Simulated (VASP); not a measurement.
Wanted: the native input for a VASP 6.6.1 run.

```
Task                   : single point
Functional             : PBE
Potentials or basis    : VASP PAW PBE potentials, release 64 (Ni, Sb)
Cutoff                 : 520 eV
k mesh                 : 18 × 18 × 10
Occupations            : gaussian, width 0.1 eV
Spin                   : no spin polarisation
Dipole correction      : no
Further INCAR settings : ALGO = Normal; EDIFF = 1e-06; NBANDS = 23
```

The structure of NiSb lies in POSCAR:

```
NiSb
1.0
    4.0554908627      0.0000000000      0.0000000000
   -2.0277454313      3.5121581119      0.0000000000
    0.0000000000      0.0000000000      5.0718798443
Ni Sb
2 2
Direct
    0.0000000000      0.0000000000      0.0000000000
    0.0000000000      0.0000000000      0.5000000000
    0.3333333333      0.6666666667      0.2500000000
    0.6666666667      0.3333333333      0.7500000000
```

This cell differs from its parent crystal: biaxial strain in the a-b plane: +2.0 %, then relaxed in part.

These files were run (other wordings do the same):

INCAR

```
ALGO = Normal ; EDIFF = 1E-6
ENCUT = 520 ; GGA = PE
ISIF = 2 ; ISMEAR = 0
LASPH = T ; LCHARG = F
LREAL = F ; LWAVE = F
NBANDS = 23 ; NELM = 100
PREC = Accurate ; SIGMA = 0.1
```

KPOINTS

```
k-points
0
Gamma
  18 18 10
```

Potentials or basis: VASP PAW PBE potentials, release 64 (Ni, Sb).

The run is started by

```console
$ cat potpaw_PBE.64/Ni/POTCAR potpaw_PBE.64/Sb/POTCAR > POTCAR
$ mpirun -np 1 vasp_std > vasp.out
```

Results of the run:

```
Pressure               : -2.5 GPa
Band gap on the k mesh : zero (bands 15 and 16 overlap by 3.01 eV)
```

Caveat: the cell differs from its parent crystal (biaxial strain in the a-b plane: +2.0 %, then relaxed in part); spin-orbit coupling is left out, which moves the levels of the heavy elements.

It took 7.7 min on 1 thread of Oxide Virtual Turin-like Processor, on a shared host, peak memory 0.4 GiB.
